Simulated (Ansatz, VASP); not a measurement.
# One calculation of ZrTlF6, two programs

Contents of INCAR:

```
SYSTEM = ZrTlF6
PREC     = Accurate       ! precision mode
ENCUT    = 520            ! plane-wave cutoff, eV
EDIFF    = 1E-7           ! SCF threshold, eV
ISMEAR   = 0              ! smearing method
SIGMA    = 0.1            ! smearing width, eV
LREAL    = .FALSE.        ! projectors in reciprocal space
LASPH    = .TRUE.         ! aspherical terms in the spheres
NELM     = 80             ! most SCF steps
ALGO     = Normal         ! electronic algorithm
ISIF     = 2              ! what is computed and relaxed
LWAVE    = .FALSE.        ! write WAVECAR
LCHARG   = .FALSE.        ! write CHGCAR
GGA      = PE             ! functional
NBANDS   = 44             ! bands
```

The input KPOINTS:

```
Automatic mesh
0
G
  4 4 4
  0 0 0
```

Contents of POSCAR:

```
ZrTlF6
1.0
    0.0000000000      4.4461967000      4.4461967000
    4.4461967000      0.0000000000      4.4461967000
    4.4461967000      4.4461967000      0.0000000000
Zr Tl F
1 1 6
Direct
    0.0000000000      0.0000000000      0.0000000000
    0.5000000000      0.5000000000      0.5000000000
    0.7722940000      0.2277060000      0.2277060000
    0.2277060000      0.7722940000      0.7722940000
    0.2277060000      0.7722940000      0.2277060000
    0.7722940000      0.2277060000      0.7722940000
    0.2277060000      0.2277060000      0.7722940000
    0.7722940000      0.7722940000      0.2277060000
```

Input for Ansatz:

```yaml
crystal:
  lattice:
    - [0.0, 4.4461967, 4.4461967]
    - [4.4461967, 0.0, 4.4461967]
    - [4.4461967, 4.4461967, 0.0]
  atoms:
    - { symbol: Zr, position: [0.0, 0.0, 0.0] }
    - { symbol: Tl, position: [0.5, 0.5, 0.5] }
    - { symbol: F, position: [0.772294, 0.227706, 0.227706] }
    - { symbol: F, position: [0.227706, 0.772294, 0.772294] }
    - { symbol: F, position: [0.227706, 0.772294, 0.227706] }
    - { symbol: F, position: [0.772294, 0.227706, 0.772294] }
    - { symbol: F, position: [0.227706, 0.227706, 0.772294] }
    - { symbol: F, position: [0.772294, 0.772294, 0.227706] }
basis:
  ecutwfc: 420
kpoints:
  mp_grid: { grid: [4, 4, 4] }
hamiltonian:
  xc: pbe
scf:
  occupations: { method: gaussian, width: 0.1 }
  lower_state_search: "off"
output:
  forces: true
  stress: true
  eigenvalues: true
```

Alike in both runs: task single point; functional PBE; k mesh 4 × 4 × 4; occupations gaussian, width 0.1 eV; no spin polarisation.

```csv
,VASP,Ansatz
version,VASP 6.6.1,Ansatz 0.2.0
potentials or method,"VASP PAW PBE potentials, release 64 (Zr_sv, Tl_d, F), cutoff 520 eV","scalar-relativistic, plane waves, PAW"
valence electrons in the cell,67,67
```

```csv
,VASP,Ansatz,Ansatz less VASP
gap on the k mesh at the Fermi level (eV),none,none,-
pressure (GPa),0.0,0.0,-0.01
rms of the force components (eV/Å),0.033,0.000,-0.0329
```

Atom by atom the forces differ by 0.033 eV/Å (rms over components). A gap of «none» marks a metal or a gap that the smearing closes.

Spin-orbit coupling is off throughout.
